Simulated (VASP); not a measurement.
# Os (P6_3/mmc) in VASP: further runs

Os is run at these levels: revPBE; tasks: single point.

Everything below comes from runs of VASP 6.6.1. Logs are shortened: lines on timing, memory, paths and dates and some standing lists are left out, and cuts for length are marked.

## Step 1: The cell of the first run

Symmetry: P6_3/mmc, No. 194, hexagonal system. Conventional cell: a = 2.855 Å, b = 2.855 Å, c = 9.165 Å, α = 90.00°, β = 90.00°, γ = 120.00°. Within 3.7 Å of Os (site symmetry -3m) lie 12 Os at 2.82 to 2.86 Å. Within 3.7 Å of Os (site symmetry -6m2) lie 12 Os at 2.82 to 2.86 Å.

## Step 2: Single point, revPBE (16.18 Å³/atom)

Input file INCAR:

```
SYSTEM = Os
ALGO     = Normal         ! electronic algorithm
EDIFF    = 1E-6           ! SCF threshold, eV
ENCUT    = 520            ! plane-wave cutoff, eV
GGA      = RE             ! functional
ISIF     = 2              ! what is computed and relaxed
ISMEAR   = -1             ! smearing method
LASPH    = .True.         ! aspherical terms in the spheres
LCHARG   = .False.        ! write CHGCAR
LREAL    = .False.        ! projectors in reciprocal space
LWAVE    = .False.        ! write WAVECAR
NBANDS   = 24             ! bands
NELM     = 60             ! most SCF steps
PREC     = Accurate       ! precision mode
SIGMA    = 0.1            ! smearing width, eV
```

Input file KPOINTS:

```
k-points
0
Gamma
  15 15 4
  0 0 0
```

Input file POSCAR:

```
Os
1.0
    2.8553468267      0.0000000000      0.0000000000
   -1.4276734134      2.4728028886      0.0000000000
    0.0000000000      0.0000000000      9.1653413744
Os
4
Direct
    0.0000000000      0.0000000000      0.0000000000
    1.0000000000      1.0000000000      0.5000000000
    0.3333333333      0.6666666667      0.2500000000
    0.6666666667      0.3333333333      0.7500000000
```

Potentials or basis: VASP PAW PBE potentials, release 64 (Os).

Launch:

```console
$ cat potpaw_PBE.64/Os/POTCAR > POTCAR
$ mpirun -np 1 vasp_std > vasp.out
```

OUTCAR:

```text
SYSTEM = Os
   EDIFF = 1E-6
   ENCUT = 520
   GGA = RE
   ISIF = 2
   ISMEAR = -1
   LASPH = .True.
   LREAL = .False.
   NELM = 60
   PREC = Accurate

 ion  position               nearest neighbor table
   1  0.000  0.000  0.000-   3 2.82   4 2.82   4 2.82   3 2.82   4 2.82   3 2.82
   2  0.000  0.000  0.500-   3 2.82   4 2.82   4 2.82   3 2.82   4 2.82   3 2.82
   3  0.333  0.667  0.250-   1 2.82   2 2.82   1 2.82   2 2.82   1 2.82   2 2.82
   4  0.667  0.333  0.750-   1 2.82   2 2.82   1 2.82   2 2.82   1 2.82   2 2.82

  LATTYP: Found a hexagonal cell.
 ALAT       =     2.8553468267
 C/A-ratio  =     3.2098872504

  Lattice vectors:

 A1 = (   2.8553468267,   0.0000000000,   0.0000000000)
 A2 = (  -1.4276734134,   2.4728028886,   0.0000000000)
 A3 = (   0.0000000000,   0.0000000000,   9.1653413744)

Analysis of symmetry for initial positions (statically):
=====================================================================
 Subroutine PRICEL returns:
 Original cell was already a primitive cell.

 Routine SETGRP: Setting up the symmetry group for a
 hexagonal supercell.

 Subroutine GETGRP returns: Found 24 space group operations
 (whereof 12 operations were pure point group operations)
 out of a pool of 24 trial point group operations.

The static configuration has the point symmetry D_3d.
 The point group associated with its full space group is D_6h.

Analysis of symmetry for dynamics (positions and initial velocities):
=====================================================================
 Subroutine PRICEL returns:
 Original cell was already a primitive cell.

 Routine SETGRP: Setting up the symmetry group for a
 hexagonal supercell.

 Subroutine GETGRP returns: Found 24 space group operations
 (whereof 12 operations were pure point group operations)
 out of a pool of 24 trial point group operations.

The dynamic configuration has the point symmetry D_3d.
 The point group associated with its full space group is D_6h.

 Subroutine INISYM returns: Found 24 space group operations
 (whereof 12 operations are pure point group operations),
 and found     1 'primitive' translations

----------------------------------------------------------------------------------------

                                     Primitive cell

  volume of cell :      64.7138

  direct lattice vectors                    reciprocal lattice vectors
     2.855346827  0.000000000  0.000000000     0.350220152  0.202199699  0.000000000
    -1.427673413  2.472802889  0.000000000     0.000000000  0.404399398  0.000000000
     0.000000000  0.000000000  9.165341374     0.000000000  0.000000000  0.109106683

  length of vectors
     2.855346827  2.855346827  9.165341374     0.404399398  0.404399398  0.109106683

  position of ions in fractional coordinates (direct lattice)
     0.000000000  0.000000000  0.000000000
     0.000000000  0.000000000  0.500000000
     0.333333333  0.666666667  0.250000000
     0.666666667  0.333333333  0.750000000

  ion indices of the primitive-cell ions
   primitive index   ion index
                 1           1
                 2           2
                 3           3
                 4           4

----------------------------------------------------------------------------------------

 KPOINTS: k-points

Automatic generation of k-mesh.
 Grid dimensions read from file:
 generate k-points for:   15   15    4

 Generating k-lattice:

  Cartesian coordinates                     Fractional coordinates (reciprocal lattice)
     0.023348010  0.013479980  0.000000000     0.066666667  0.000000000  0.000000000
     0.000000000  0.026959960  0.000000000     0.000000000  0.066666667  0.000000000
     0.000000000  0.000000000  0.027276671     0.000000000  0.000000000  0.250000000

  Length of vectors
     0.026959960  0.026959960  0.027276671

  Shift w.r.t. Gamma in fractional coordinates (k-lattice)
     0.000000000  0.000000000  0.000000000

 Subroutine IBZKPT returns following result:
 ===========================================

 Found     81 irreducible k-points:

 Following reciprocal coordinates:
            Coordinates               Weight
  0.000000  0.000000  0.000000      1.000000
  0.066667 -0.000000  0.000000      6.000000
  0.133333  0.000000  0.000000      6.000000
  0.200000 -0.000000  0.000000      6.000000
  0.266667  0.000000  0.000000      6.000000
  0.333333 -0.000000  0.000000      6.000000
[... 16 lines left out ...]
  0.333333  0.200000  0.000000     12.000000
  0.400000  0.200000  0.000000      6.000000
 [... further k-points ...]
   k-points           NKPTS =     81   k-points in BZ     NKDIM =     81   number of bands    NBANDS=     24
   number of dos      NEDOS =    301   number of ions     NIONS =      4
   total plane-waves  NPLWV =  40320
   dimension x,y,z NGX =    24 NGY =   24 NGZ =   70
   dimension x,y,z NGXF=    48 NGYF=   48 NGZF=  140
   ions per type =               4
   NGX,Y,Z   is equivalent  to a cutoff of  13.97, 13.97, 12.70 a.u.
   NGXF,Y,Z  is equivalent  to a cutoff of  27.95, 27.95, 25.39 a.u.
 SYSTEM =  Os
   PREC   = accura    normal or accurate (medium, high low for compatibility)
   ISTART =      0    job   : 0-new  1-cont  2-samecut
   ICHARG =      2    charge: 1-file 2-atom 10-const
   ISPIN  =      1    spin polarized calculation?
   LNONCOLLINEAR =      F non collinear calculations
   LSORBIT =      F    spin-orbit coupling
   LASPH  =      T    aspherical Exc in radial PAW
   ENCUT  =  520.0 eV  38.22 Ry    6.18 a.u.   5.31  5.31 17.04*2*pi/ulx,y,z
   NELM   =     60;   NELMIN=  2; NELMDL= -5     # of ELM steps
   EDIFF  = 0.1E-05   stopping-criterion for ELM
   LREAL  =      F    real-space projection
   EDIFFG = 0.1E-04   stopping-criterion for IOM
   NSW    =      0    number of steps for IOM
   IBRION =     -1    ionic relax: 0-MD 1-quasi-New 2-CG
   NFREE  =      0    steps in history (QN), initial steepest desc. (CG)
   ISIF   =      2    stress and relaxation
   ISYM   =      2    0-nonsym 1-usesym 2-fastsym
   POTIM  = 0.5000    time-step for ionic-motion
   TEBEG  =    0.0;   TEEND  =   0.0 temperature during run
   PSTRESS=    0.0 pullay stress
   NELECT =      32.0000    total number of electrons
   NUPDOWN=      -1.0000    fix difference up-down
   EMIN   =  10.00;   EMAX   =-10.00  energy-range for DOS
   EFERMI =   0.00;   METHOD = LEGACY
   ISMEAR =    -1;   SIGMA  =   0.10  broadening in eV -4-tet -1-fermi 0-gaus
   EFERMI_NEDOS =   21; number of points for ismear=-14 and -15
   IALGO  =     38    algorithm
   IMIX   =      4    mixing-type and parameters
     AMIX     =   0.40;   BMIX     =  1.00
     AMIX_MAG =   1.60;   BMIX_MAG =  1.00
  volume/ion in A,a.u.               =      16.18       109.18
  Fermi-wavevector in a.u.,A,eV,Ry     =   1.294571  2.446384 22.802190  1.675914
  Thomas-Fermi vector in A             =   2.426145
   LORBIT       =      0    0 simple, 1 ext, 2 COOP (PROOUT), +10 PAW based schemes
   GGA     = RE    functional components
   LHFCALC =     F    Hartree Fock is set to
   AEXX    =    0.0000 exact exchange contribution
   IVDW    =     0    specifies the selected vdW correction
   LEPSILON=     F    determine dielectric tensor
   LRPA    =     F    only Hartree local field effects (RPA)
 non-spin polarized calculation
  energy-cutoff  :      520.00
  volume of cell :       64.71
 maximum number of plane-waves:      1764
 NGX is ok and might be reduce to    24
   NGX = 11   NGY = 11   NGZ = 35

 number of electron      32.0000005 magnetization

 Free energy of the ion-electron system (eV)
  ---------------------------------------------------
  ext. energy  EPLUGINS =         0.00000000
  ---------------------------------------------------
  free energy    TOTEN  =       -41.77016328 eV

  energy without entropy =      -41.63421488  energy(sigma->0) =      -41.70218908

 E-fermi :   7.4328     XC(G=0): -13.2012

 val. band max:        7.4288516824   @ k =   0.2667   0.2667   0.0000
 cond. band min:       7.4451957275   @ k =   0.0667  -0.0000   0.2500
 fundamental gap:      0.0163440452
 Fermi energy:         7.4328342828

 k-point     1 :       0.0000    0.0000    0.0000
  band No.  band energies     occupation
      1      -2.1890      2.00000
      2      -0.0684      2.00000
      3      -0.0678      2.00000
      4       0.9385      2.00000
      5       4.4305      2.00000
      6       4.4540      2.00000
[... 16 lines left out ...]
     23       9.1266      0.00000
     24       9.1266      0.00000

 k-point     2 :       0.0667   -0.0000    0.0000
  band No.  band energies     occupation
      1      -2.0332      2.00000
      2       0.0766      2.00000
      3       0.0769      2.00000
      4       1.0814      2.00000
      5       4.2174      2.00000
      6       4.3531      2.00000
[... 16 lines left out ...]
     23       9.1507      0.00000
     24       9.8655      0.00000

 k-point     3 :       0.1333    0.0000    0.0000
  band No.  band energies     occupation
      1      -1.5817      2.00000
      2       0.4757      2.00000
      3       0.4760      2.00000
      4       1.4751      2.00000
      5       3.8156      2.00000
      6       4.0997      2.00000
[... 16 lines left out ...]
     23       9.2190      0.00000
     24      11.1862      0.00000
[... 514 lines left out ...]
 k-point    23 :       0.3333    0.2000    0.0000
  band No.  band energies     occupation
      1       1.7971      2.00000
      2       1.8525      2.00000
      3       2.5673      2.00000
      4       2.8127      2.00000
      5       2.9193      2.00000
      6       3.2330      2.00000
[... 16 lines left out ...]
     23      12.3447      0.00000
     24      13.3979      0.00000

 k-point    24 :       0.4000    0.2000    0.0000
  band No.  band energies     occupation
      1       1.7894      2.00000
      2       1.8007      2.00000
      3       2.5007      2.00000
      4       3.1011      2.00000
      5       3.1244      2.00000
      6       3.2185      2.00000
[... 16 lines left out ...]
     23      12.9269      0.00000
     24      13.1324      0.00000

 [... further k-points ...]

------------------------ aborting loop because EDIFF is reached ----------------------------------------

  FORCE on cell =-STRESS in cart. coord.  units (eV):
  Direction    XX          YY          ZZ          XY          YZ          ZX
  --------------------------------------------------------------------------------------
  -------------------------------------------------------------------------------------
  Total      -13.4836267    -13.4836267    -13.5797022      0.0000000      0.0000000      0.0000000
  in kB     -333.8261007   -333.8261007   -336.2047276      0.0000000      0.0000000      0.0000000
  external PRESSURE =    -334.6189763 kB  Pullay stress =       0.0000000 kB

 VOLUME and BASIS-vectors are now :
 -----------------------------------------------------------------------------
  energy-cutoff  :      520.00
  volume of cell :       64.71
      direct lattice vectors                 reciprocal lattice vectors
     2.855346827  0.000000000  0.000000000     0.350220152  0.202199699  0.000000000
    -1.427673413  2.472802889  0.000000000     0.000000000  0.404399398  0.000000000
     0.000000000  0.000000000  9.165341374     0.000000000  0.000000000  0.109106683

 POSITION                                       TOTAL-FORCE (eV/Angst)
 -----------------------------------------------------------------------------------
      0.00000      0.00000      0.00000         0.000000     -0.000000      0.000000
      0.00000      0.00000      4.58267         0.000000     -0.000000      0.000000
     -0.00000      1.64854      2.29134         0.000000      0.000000      0.000000
      1.42767      0.82427      6.87401        -0.000000      0.000000     -0.000000
 -----------------------------------------------------------------------------------
    total drift:                               -0.000000      0.000000      0.000000

  FREE ENERGIE OF THE ION-ELECTRON SYSTEM (eV)
  ---------------------------------------------------
  free  energy   TOTEN  =       -41.7701632803 eV

  energy  without entropy=      -41.6342148760  energy(sigma->0) =      -41.70218908
```

Run time: 62 s. Hardware: 1 thread of Intel Xeon 6975P-C (Granite Rapids), shared host; peak memory 0.24 GiB.

Results:

* Free energy: -41.7702 eV
* Pressure: -33.5 GPa
* Band gap on the k mesh: zero (bands 16 and 17 overlap by 2.82 eV)

Stress tensor (GPa, compression positive):
```
-33.38   0.00   0.00
  0.00 -33.38   0.00
  0.00   0.00 -33.62
```

Levels at points of the mesh, in eV from the Fermi level:
```
           k point  band 13  band 14  band 15  band 16  band 17  band 18  band 19  band 20
(0.00, 0.00, 0.00)    -2.11    -2.00    -2.00    -0.69    -0.69    -0.04     0.01     0.01
(0.00, 0.00, 0.50)    -2.29    -2.29    -1.71    -1.71    -0.29    -0.29    -0.29    -0.29
```

Caveat: the cell stands under tension; the PAW data sets were made with another functional, which shifts forces and pressure a little; spin-orbit coupling is left out, which moves the levels of the heavy elements.

## Step 3: Single point, revPBE

This run uses another cell than the first one, of 14.45 Å³/atom.

Input file INCAR:

```
  ALGO = Normal
  EDIFF = 1E-6
  ENCUT = 520
  GGA = RE
  ISIF = 2
  ISMEAR = -1
  LASPH = True
  LCHARG = False
  LREAL = False
  LWAVE = False
  NBANDS = 24
  NELM = 80
  PREC = Accurate
  SIGMA = 0.1
```

Input file KPOINTS:

```
k-points
0
Gamma
  17 17 5
```

Input file POSCAR:

```
Os
1.0
    2.7494945307      0.0000000000      0.0000000000
   -1.3747472653      2.3811321111      0.0000000000
    0.0000000000      0.0000000000      8.8255674389
Os
4
Direct
    0.0000000000      0.0000000000      0.0000000000
    1.0000000000      1.0000000000      0.5000000000
    0.3333333333      0.6666666667      0.2500000000
    0.6666666667      0.3333333333      0.7500000000
```

Potentials or basis: VASP PAW PBE potentials, release 64 (Os).

Launch:

```console
$ cat potpaw_PBE.64/Os/POTCAR > POTCAR
$ mpirun -np 1 vasp_std > vasp.out
```

Wall time 64 s (1 thread of Intel Xeon 6975P-C (Granite Rapids), shared host); peak memory 0.23 GiB.

The run converged. Its results:

```
Free energy            : -42.5792 eV
Pressure               : -0.5 GPa
Band gap on the k mesh : zero (bands 16 and 17 overlap by 3.56 eV)
```

Stress tensor (GPa, compression positive):
```
-0.61  0.00  0.00
 0.00 -0.61  0.00
 0.00  0.00 -0.21
```

Levels at points of the mesh, in eV from the Fermi level:
```csv
k point,band 13,band 14,band 15,band 16,band 17,band 18
"(0.00, 0.00, 0.00)",-2.48,-2.35,-2.35,-0.79,-0.79,-0.12
```

Caveat: the PAW data sets were made with another functional, which shifts forces and pressure a little; spin-orbit coupling is left out, which moves the levels of the heavy elements.
